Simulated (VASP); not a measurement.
# LiAl2 (P6/mmm) in VASP: notebook

LiAl2 is run at these levels: PBE; tasks: single point, relaxation of cell and atoms.

Everything below comes from runs of VASP 6.6.1. Logs are shortened: lines on timing, memory, paths and dates and some standing lists are left out, and cuts for length are marked.

### Step 1. The cell of the first run

Symmetry: P6/mmm, No. 191, hexagonal system. The conventional cell has a = 4.263 Å, b = 4.263 Å, c = 2.710 Å, α = 90.00°, β = 90.00°, γ = 120.00°. Within 3.6 Å of Li (site symmetry 6/mmm) lie 2 Li at 2.71 Å and 12 Al at 2.81 Å. Within 3.2 Å of Al (site symmetry -6m2) lie 5 Al at 2.46 to 2.71 Å and 6 Li at 2.81 Å.

### Step 2. Single point, PBE

Input file INCAR:

```
ALGO     = Fast           # electronic algorithm
EDIFF    = 1E-6           # SCF threshold, eV
ENCUT    = 520            # plane-wave cutoff, eV
GGA      = PE             # functional
ISIF     = 2              # what is computed and relaxed
ISMEAR   = 0              # smearing method
LASPH    = T              # aspherical terms in the spheres
LCHARG   = T              # write CHGCAR
LELF     = T              # ELF
LREAL    = F              # projectors in reciprocal space
LVHAR    = T            
LWAVE    = F              # write WAVECAR
NBANDS   = 12             # bands
NELM     = 60             # most SCF steps
PREC     = Accurate       # precision mode
SIGMA    = 0.1            # smearing width, eV
```

Input file KPOINTS:

```
k-points
0
Gamma
  6 6 6
```

Input file POSCAR:

```
LiAl2
1.0
    4.2632129948      0.0000000000      0.0000000000
   -2.1316064974      3.6920507553      0.0000000000
    0.0000000000      0.0000000000      2.7100842154
Li Al
1 2
Direct
    0.0000000000      0.0000000000      0.0000000000
    0.3333333333      0.6666666667      0.5000000000
    0.6666666667      0.3333333333      0.5000000000
```

Potentials or basis: VASP PAW PBE potentials, release 64 (Li_sv, Al).

Launch:

```sh
$ cat potpaw_PBE.64/Li_sv/POTCAR potpaw_PBE.64/Al/POTCAR > POTCAR
$ mpirun -np 1 vasp_std > vasp.out
```

OUTCAR:

```text
EDIFF = 1E-6
   ENCUT = 520
   GGA = PE
   ISIF = 2
   ISMEAR = 0
   LASPH = T
   LREAL = F
   NELM = 60
   PREC = Accurate

 ion  position               nearest neighbor table
   1  0.000  0.000  0.000-   2 2.81   3 2.81   2 2.81   3 2.81   3 2.81   3 2.81   2 2.81   2 2.81
                             3 2.81   3 2.81   2 2.81   2 2.81
   2  0.333  0.667  0.500-   3 2.46   3 2.46   3 2.46   1 2.81   1 2.81   1 2.81   1 2.81   1 2.81
                             1 2.81
   3  0.667  0.333  0.500-   2 2.46   2 2.46   2 2.46   1 2.81   1 2.81   1 2.81   1 2.81   1 2.81
                             1 2.81

  LATTYP: Found a hexagonal cell.
 ALAT       =     4.2632129948
 C/A-ratio  =     0.6356905505

  Lattice vectors:

 A1 = (   4.2632129948,   0.0000000000,   0.0000000000)
 A2 = (  -2.1316064974,   3.6920507553,   0.0000000000)
 A3 = (   0.0000000000,   0.0000000000,   2.7100842154)

Analysis of symmetry for initial positions (statically):
=====================================================================
 Subroutine PRICEL returns:
 Original cell was already a primitive cell.

 Routine SETGRP: Setting up the symmetry group for a
 hexagonal supercell.

 Subroutine GETGRP returns: Found 24 space group operations
 (whereof 24 operations were pure point group operations)
 out of a pool of 24 trial point group operations.

The static configuration has the point symmetry D_6h.

Analysis of symmetry for dynamics (positions and initial velocities):
=====================================================================
 Subroutine PRICEL returns:
 Original cell was already a primitive cell.

 Routine SETGRP: Setting up the symmetry group for a
 hexagonal supercell.

 Subroutine GETGRP returns: Found 24 space group operations
 (whereof 24 operations were pure point group operations)
 out of a pool of 24 trial point group operations.

The dynamic configuration has the point symmetry D_6h.

 Subroutine INISYM returns: Found 24 space group operations
 (whereof 24 operations are pure point group operations),
 and found     1 'primitive' translations

----------------------------------------------------------------------------------------

                                     Primitive cell

  volume of cell :      42.6567

  direct lattice vectors                    reciprocal lattice vectors
     4.263212995  0.000000000  0.000000000     0.234564870  0.135426091  0.000000000
    -2.131606497  3.692050755  0.000000000     0.000000000  0.270852181  0.000000000
     0.000000000  0.000000000  2.710084215     0.000000000  0.000000000  0.368992223

  length of vectors
     4.263212995  4.263212995  2.710084215     0.270852181  0.270852181  0.368992223

  position of ions in fractional coordinates (direct lattice)
     0.000000000  0.000000000  0.000000000
     0.333333333  0.666666667  0.500000000
     0.666666667  0.333333333  0.500000000

  ion indices of the primitive-cell ions
   primitive index   ion index
                 1           1
                 2           2
                 3           3

----------------------------------------------------------------------------------------

 KPOINTS: k-points

Automatic generation of k-mesh.
 Grid dimensions read from file:
 generate k-points for:    6    6    6

 Generating k-lattice:

  Cartesian coordinates                     Fractional coordinates (reciprocal lattice)
     0.039094145  0.022571015  0.000000000     0.166666667 -0.000000000  0.000000000
     0.000000000  0.045142030  0.000000000     0.000000000  0.166666667  0.000000000
     0.000000000  0.000000000  0.061498704     0.000000000  0.000000000  0.166666667

  Length of vectors
     0.045142030  0.045142030  0.061498704

  Shift w.r.t. Gamma in fractional coordinates (k-lattice)
     0.000000000  0.000000000  0.000000000

 Subroutine IBZKPT returns following result:
 ===========================================

 Found     28 irreducible k-points:

 Following reciprocal coordinates:
            Coordinates               Weight
  0.000000  0.000000  0.000000      1.000000
  0.166667  0.000000  0.000000      6.000000
  0.333333  0.000000  0.000000      6.000000
  0.500000  0.000000  0.000000      3.000000
  0.166667  0.166667  0.000000      6.000000
  0.333333  0.166667  0.000000     12.000000
[... 16 lines left out ...]
  0.166667  0.000000  0.500000      6.000000
  0.333333  0.000000  0.500000      6.000000
 [... further k-points ...]
   k-points           NKPTS =     28   k-points in BZ     NKDIM =     28   number of bands    NBANDS=     12
   number of dos      NEDOS =    301   number of ions     NIONS =      3
   total plane-waves  NPLWV =  20480
   dimension x,y,z NGX =    32 NGY =   32 NGZ =   20
   dimension x,y,z NGXF=    64 NGYF=   64 NGZF=   40
   ions per type =               1   2
   NGX,Y,Z   is equivalent  to a cutoff of  12.48, 12.48, 12.27 a.u.
   NGXF,Y,Z  is equivalent  to a cutoff of  24.96, 24.96, 24.54 a.u.
 SYSTEM =  unknown system
   PREC   = accura    normal or accurate (medium, high low for compatibility)
   ISTART =      0    job   : 0-new  1-cont  2-samecut
   ICHARG =      2    charge: 1-file 2-atom 10-const
   ISPIN  =      1    spin polarized calculation?
   LNONCOLLINEAR =      F non collinear calculations
   LSORBIT =      F    spin-orbit coupling
   LASPH  =      T    aspherical Exc in radial PAW
   ENCUT  =  520.0 eV  38.22 Ry    6.18 a.u.   7.93  7.93  5.04*2*pi/ulx,y,z
   NELM   =     60;   NELMIN=  2; NELMDL= -5     # of ELM steps
   EDIFF  = 0.1E-05   stopping-criterion for ELM
   LREAL  =      F    real-space projection
   EDIFFG = 0.1E-04   stopping-criterion for IOM
   NSW    =      0    number of steps for IOM
   IBRION =     -1    ionic relax: 0-MD 1-quasi-New 2-CG
   NFREE  =      0    steps in history (QN), initial steepest desc. (CG)
   ISIF   =      2    stress and relaxation
   ISYM   =      2    0-nonsym 1-usesym 2-fastsym
   POTIM  = 0.5000    time-step for ionic-motion
   TEBEG  =    0.0;   TEEND  =   0.0 temperature during run
   PSTRESS=    0.0 pullay stress
   NELECT =       9.0000    total number of electrons
   NUPDOWN=      -1.0000    fix difference up-down
   EMIN   =  10.00;   EMAX   =-10.00  energy-range for DOS
   EFERMI =   0.00;   METHOD = LEGACY
   ISMEAR =     0;   SIGMA  =   0.10  broadening in eV -4-tet -1-fermi 0-gaus
   EFERMI_NEDOS =   21; number of points for ismear=-14 and -15
   IALGO  =     68    algorithm
   IMIX   =      4    mixing-type and parameters
     AMIX     =   0.40;   BMIX     =  1.00
     AMIX_MAG =   1.60;   BMIX_MAG =  1.00
  volume/ion in A,a.u.               =      14.22        95.95
  Fermi-wavevector in a.u.,A,eV,Ry     =   0.974600  1.841727 12.923434  0.949846
  Thomas-Fermi vector in A             =   2.105073
   LORBIT       =      0    0 simple, 1 ext, 2 COOP (PROOUT), +10 PAW based schemes
   GGA     = PE    functional components
   LHFCALC =     F    Hartree Fock is set to
   AEXX    =    0.0000 exact exchange contribution
   IVDW    =     0    specifies the selected vdW correction
   LEPSILON=     F    determine dielectric tensor
   LRPA    =     F    only Hartree local field effects (RPA)
 non-spin polarized calculation
 RMM-DIIS sequential band-by-band and
 Gauss-broadening in eV      SIGMA  =   0.10
  energy-cutoff  :      520.00
  volume of cell :       42.66
 maximum number of plane-waves:      1170
 NGX is ok and might be reduce to    32
   NGX = 15   NGY = 15   NGZ = 11

 number of electron       9.0000013 magnetization

 Free energy of the ion-electron system (eV)
  ---------------------------------------------------
  ext. energy  EPLUGINS =         0.00000000
  ---------------------------------------------------
  free energy    TOTEN  =        -9.04892798 eV

  energy without entropy =       -9.03760531  energy(sigma->0) =       -9.04326665

 E-fermi :   6.8440     XC(G=0):  -9.8989

 val. band max:        6.8271176812   @ k =   0.1667   0.1667   0.5000
 cond. band min:       6.8769111400   @ k =   0.3333   0.1667   0.3333
 fundamental gap:      0.0497934588
 Fermi energy:         6.8440199986

 k-point     1 :       0.0000    0.0000    0.0000
  band No.  band energies     occupation
      1     -39.1047      2.00000
      2      -3.2498      2.00000
      3       5.5655      2.00000
      4       5.5655      2.00000
      5       6.9290      0.22930
      6       6.9290      0.22926
      7       7.0707      0.00135
      8      11.7786      0.00000
      9      14.8283      0.00000
     10      17.1288      0.00000
     11      23.0002      0.00000
     12      23.0018      0.00000

 k-point     2 :       0.1667    0.0000    0.0000
  band No.  band energies     occupation
      1     -39.1046      2.00000
      2      -2.9976      2.00000
      3       3.4840      2.00000
      4       4.7060      2.00000
      5       6.7468      1.83065
      6       8.3486      0.00000
      7       9.3131      0.00000
      8      12.7022      0.00000
      9      15.0865      0.00000
     10      17.1981      0.00000
     11      21.1158      0.00000
     12      21.4978      0.00000

 k-point     3 :       0.3333    0.0000    0.0000
  band No.  band energies     occupation
      1     -39.1044      2.00000
      2      -2.2735      2.00000
      3       1.2667      2.00000
      4       3.9214      2.00000
      5       6.4019      2.00000
      6      10.8032      0.00000
      7      12.0320      0.00000
      8      14.9020      0.00000
      9      15.8581      0.00000
     10      17.3662      0.00000
     11      17.5528      0.00000
     12      18.9505      0.00000
[... 286 lines left out ...]
 k-point    23 :       0.1667    0.0000    0.5000
  band No.  band energies     occupation
      1     -39.0801      2.00000
      2       1.1116      2.00000
      3       2.3555      2.00000
      4       7.6217      0.00000
      5       8.3368      0.00000
      6       8.4644      0.00000
      7      10.4262      0.00000
      8      10.6009      0.00000
      9      11.6444      0.00000
     10      12.4418      0.00000
     11      14.0943      0.00000
     12      14.5835      0.00000

 k-point    24 :       0.3333    0.0000    0.5000
  band No.  band energies     occupation
      1     -39.0800      2.00000
      2       1.9858      2.00000
      3       2.9361      2.00000
      4       5.3881      2.00000
      5       6.3413      2.00000
      6       7.8120      0.00000
      7       9.5352      0.00000
      8       9.9107      0.00000
      9      11.9271      0.00000
     10      14.6912      0.00000
     11      16.7616      0.00000
     12      17.3635      0.00000

 [... further k-points ...]

------------------------ aborting loop because EDIFF is reached ----------------------------------------

  FORCE on cell =-STRESS in cart. coord.  units (eV):
  Direction    XX          YY          ZZ          XY          YZ          ZX
  --------------------------------------------------------------------------------------
  -------------------------------------------------------------------------------------
  Total        4.8290698      4.8290698      3.3997392      0.0000000     -0.0000000      0.0000000
  in kB      181.3788248    181.3788248    127.6934764      0.0000000     -0.0000000      0.0000000
  external PRESSURE =     163.4837087 kB  Pullay stress =       0.0000000 kB

 VOLUME and BASIS-vectors are now :
 -----------------------------------------------------------------------------
  energy-cutoff  :      520.00
  volume of cell :       42.66
      direct lattice vectors                 reciprocal lattice vectors
     4.263212995  0.000000000  0.000000000     0.234564870  0.135426091  0.000000000
    -2.131606497  3.692050755  0.000000000     0.000000000  0.270852181  0.000000000
     0.000000000  0.000000000  2.710084215     0.000000000  0.000000000  0.368992223

 POSITION                                       TOTAL-FORCE (eV/Angst)
 -----------------------------------------------------------------------------------
      0.00000      0.00000      0.00000        -0.000000      0.000000      0.000000
     -0.00000      2.46137      1.35504        -0.000000      0.000000      0.000000
      2.13161      1.23068      1.35504         0.000000     -0.000000     -0.000000
 -----------------------------------------------------------------------------------
    total drift:                               -0.000000     -0.000000      0.000000

  FREE ENERGIE OF THE ION-ELECTRON SYSTEM (eV)
  ---------------------------------------------------
  free  energy   TOTEN  =        -9.0489279847 eV

  energy  without entropy=       -9.0376053061  energy(sigma->0) =       -9.04326665
```

It took 7 s on 1 thread of Intel Xeon Platinum 8559C (Emerald Rapids), shared host; peak memory 0.15 GiB.

What came out:

```yaml
Free_energy: -9.0489 eV
Band_gap_on_the_k_mesh: zero (an odd number of electrons rules out a gap without spin polarisation)
```

Caveat: the k points lie up to 0.39 Å⁻¹ apart, too coarse for converged energies and pressures of a metal; the cutoff is under 1.25 times the usual one of these potentials, so pressure, stress and relaxed cells hold a basis-set (Pulay) error.

### Step 3. Single point, PBE

This run uses another cell than the first one, of 17.85 Å³/atom.

Input file INCAR:

```
SYSTEM = LiAl2
  PREC = Accurate
  ENCUT = 520
  EDIFF = 1E-6
  ISMEAR = 0
  SIGMA = 0.1
  LREAL = .FALSE.
  LASPH = .TRUE.
  NELM = 60
  ALGO = Normal
  ISIF = 2
  LWAVE = .FALSE.
  LCHARG = .FALSE.
  GGA = PE
  NBANDS = 12
```

Input file KPOINTS:

```
Automatic mesh
0
G
  6 6 6
  0 0 0
```

Input file POSCAR:

```
LiAl2
1.0
    4.5039523029      0.0000000000      0.0000000000
   -2.2519761515      3.9005371118      0.0000000000
    0.0000000000      0.0000000000      3.0482252067
Li Al
1 2
Direct
    0.0000000000      0.0000000000      0.0000000000
    0.3333333333      0.6666666667      0.5000000000
    0.6666666667      0.3333333333      0.5000000000
```

Potentials or basis: VASP PAW PBE potentials, release 64 (Li_sv, Al).

Launch:

```sh
$ cat potpaw_PBE.64/Li_sv/POTCAR potpaw_PBE.64/Al/POTCAR > POTCAR
$ mpirun -np 1 vasp_std > vasp.out
```

Run time: 7 s. Hardware: 1 thread of Intel Xeon Platinum 8559C (Emerald Rapids), shared host; peak memory 0.17 GiB.

The run converged. Its results:

| Item | Value |
| --- | --- |
| Free energy | -9.5185 eV |
| Band gap on the k mesh | zero (an odd number of electrons rules out a gap without spin polarisation) |

Levels at points of the mesh, in eV from the Fermi level:
```csv
k point,band 2,band 3,band 4,band 5,band 6,band 7
"(0.00, 0.00, 0.00)",-8.87,-0.78,-0.78,0.17,0.66,0.66
"(0.50, 0.00, 0.00)",-7.28,-5.91,-2.43,-0.32,6.49,6.78
"(0.00, 0.00, 0.50)",-6.02,-3.93,1.52,1.52,3.15,3.92
"(0.50, 0.00, 0.50)",-4.03,-3.29,-2.67,-1.05,0.27,2.06
```

Caveat: the cutoff is under 1.25 times the usual one of these potentials, so pressure, stress and relaxed cells hold a basis-set (Pulay) error.

### Step 4. Relaxation of cell and atoms, PBE

Input file INCAR:

```
PREC = Accurate
ENCUT = 600
EDIFF = 1E-6
ISMEAR = 0
SIGMA = 0.1
LREAL = False
LASPH = True
NELM = 60
ALGO = Fast
ISIF = 3
LWAVE = False
LCHARG = False
GGA = PE
IBRION = 2
NSW = 90
EDIFFG = -0.04
```

Input file KPOINTS:

```
regular mesh
0
Gamma
  6 6 6
```

Input file POSCAR:

```
LiAl2
1.0
    4.2632129948      0.0000000000      0.0000000000
   -2.1316064974      3.6920507553      0.0000000000
    0.0000000000      0.0000000000      2.7100842154
Li Al
1 2
Direct
    0.0000000000      0.0000000000      0.0000000000
    0.3333333333      0.6666666667      0.5000000000
    0.6666666667      0.3333333333      0.5000000000
```

Launch:

```sh
$ cat potpaw_PBE.64/Li_sv/POTCAR potpaw_PBE.64/Al/POTCAR > POTCAR
$ mpirun -np 1 vasp_std > vasp.out
```

Wall time 48 s (1 thread of Intel Xeon Platinum 8559C (Emerald Rapids), shared host); peak memory 0.17 GiB.

It converged, with:

| Property | Result |
| --- | --- |
| Free energy | -9.5148 eV |
| Relaxed volume | 17.89 Å³/atom |
| Relaxed cell | a = 4.506 Å, b = 4.506 Å, c = 3.053 Å, α = 90.00°, β = 90.00°, γ = 120.00° |
| Space group after relaxing (to 0.1 Å) | P6/mmm (No. 191) |
| Energy gained by relaxing | 155.2 meV/atom |
| Ionic steps | 9 |
| Pressure after relaxing | -0.3 GPa |
| Band gap on the k mesh | zero (an odd number of electrons rules out a gap without spin polarisation) |

Stress tensor (GPa, compression positive):
```
-0.30  0.00  0.00
 0.00 -0.30  0.00
 0.00  0.00 -0.20
```

The path:
```csv
step,energy change (eV),largest force (eV/Å),pressure (GPa),volume (Å³)
1,0.0000,0.0000,16.32,42.66
2,-0.4264,0.0000,0.29,52.23
3,-0.4266,0.0000,0.09,52.43
4,-0.4291,0.0000,0.07,52.55
5,-0.4348,0.0000,-0.12,52.90
6,-0.4641,0.0000,-0.30,53.54
7,-0.3979,0.0000,0.91,54.63
8,-0.4653,0.0000,-0.24,53.74
9,-0.4656,0.0000,-0.27,53.68
```

Final structure:
```xyz
3
Lattice="4.5055 0.0000 0.0000 -2.2528 3.9019 0.0000 0.0000 0.0000 3.0532" Properties=species:S:1:pos:R:3 pbc="T T T"
Li    0.0000    0.0000    0.0000
Al    0.0000    2.6013    1.5266
Al    2.2528    1.3006    1.5266
```

Levels at points of the mesh, in eV from the Fermi level:
| k point | band 2 | band 3 | band 4 | band 5 | band 6 | band 7 |
| --- | --- | --- | --- | --- | --- | --- |
| (0.00, 0.00, 0.00) | -8.86 | -0.77 | -0.77 | 0.18 | 0.66 | 0.66 |
| (0.50, 0.00, 0.00) | -7.27 | -5.91 | -2.43 | -0.32 | 6.49 | 6.77 |
| (0.00, 0.00, 0.50) | -6.03 | -3.93 | 1.51 | 1.51 | 3.15 | 3.91 |
| (0.50, 0.00, 0.50) | -4.04 | -3.30 | -2.66 | -1.04 | 0.26 | 2.05 |

Caveat: the k points lie up to 0.34 Å⁻¹ apart in the final cell, too coarse for converged energies and pressures of a metal; the cutoff is under 1.25 times the usual one of these potentials, so pressure, stress and relaxed cells hold a basis-set (Pulay) error; the volume moved by over 15 % at a fixed basis, so the end points are rough.

### Step 5. The runs side by side

| task | cell | cutoff (eV) | gap on the mesh (eV) |
| --- | --- | --- | --- |
| single point | a = 4.263, b = 4.263, c = 2.710 Å, angles 90.0, 90.0, 120.0°, 3 atoms | 520 | none |
| single point | a = 4.504, b = 4.504, c = 3.048 Å, angles 90.0, 90.0, 120.0°, 3 atoms | 520 | none |
| relaxation of cell and atoms | relaxed from a = 4.263, b = 4.263, c = 2.710 Å, angles 90.0, 90.0, 120.0°, 3 atoms | 600 | none |

Alike in all rows: level PBE; potentials or basis VASP PAW PBE potentials, release 64 (Li_sv, Al); no spin polarisation; k mesh 6 × 6 × 6; smearing gaussian 0.1 eV.

Caveats: some runs use coarse meshes; the cutoff is under 1.25 times the usual one of these potentials, so pressure, stress and relaxed cells hold a basis-set (Pulay) error; the volume moved by over 15 % at a fixed basis, so the end points are rough (at least some runs).

Absolute energies hang on the potentials; compare differences alone.

The gap in the log of VASP goes by the Fermi energy; the results here count the filled bands.